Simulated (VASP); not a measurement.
Wanted: the native input for a VASP 6.6.1 run.

```
Task                   : single point
Functional             : PBE
Potentials or basis    : VASP PAW PBE potentials, release 64 (Na_pv, I)
Cutoff                 : 520 eV
k mesh                 : 4 × 4 × 4
Occupations            : gaussian, width 0.1 eV
Spin                   : no spin polarisation
Dipole correction      : no
Further INCAR settings : ALGO = Normal; EDIFF = 1e-06; NBANDS = 26
```

The structure of Na4I lies in POSCAR:

```
Na4I
1.0
    6.0671615643      0.0000000000      0.0000000000
    0.0000000000      6.0671615643      0.0000000000
    0.0000000000      0.0000000000      6.0671615643
Na I
4 1
Direct
    0.5000000000      0.0000000000      0.0000000000
    0.0000000000      0.5000000000      0.0000000000
    0.0000000000      0.0000000000      0.5000000000
    0.0000000000      0.0000000000      0.0000000000
    0.5000000000      0.5000000000      0.5000000000
```

The cell was built from a structure type or drawn by symmetry, and may not be a known phase.

The input as run:

INCAR

```
PREC     = Accurate       # precision mode
ENCUT    = 520            # plane-wave cutoff, eV
EDIFF    = 1E-6           # SCF threshold, eV
ISMEAR   = 0              # smearing method
SIGMA    = 0.1            # smearing width, eV
LREAL    = False          # projectors in reciprocal space
LASPH    = True           # aspherical terms in the spheres
NELM     = 60             # most SCF steps
ALGO     = Normal         # electronic algorithm
ISIF     = 2              # what is computed and relaxed
LWAVE    = False          # write WAVECAR
LCHARG   = False          # write CHGCAR
GGA      = PE             # functional
NBANDS   = 26             # bands
```

KPOINTS

```
regular mesh
0
Gamma
  4 4 4
```

Potentials or basis: VASP PAW PBE potentials, release 64 (Na_pv, I).

Run with:

```sh
$ cat potpaw_PBE.64/Na_pv/POTCAR potpaw_PBE.64/I/POTCAR > POTCAR
$ mpirun -np 1 vasp_std > vasp.out
```

Results of the run:

```json
{"Pressure": "0.0 GPa", "Band gap on the k mesh": "zero (an odd number of electrons rules out a gap without spin polarisation)"}
```

Caveat: spin-orbit coupling is left out, which moves the levels of the heavy elements; an odd number of electrons without spin polarisation forces a metal; a magnetic or distorted state may lie lower.

It took 81 s on 1 thread of Intel Xeon 8259CL, with other jobs on the host, peak memory 0.32 GiB.
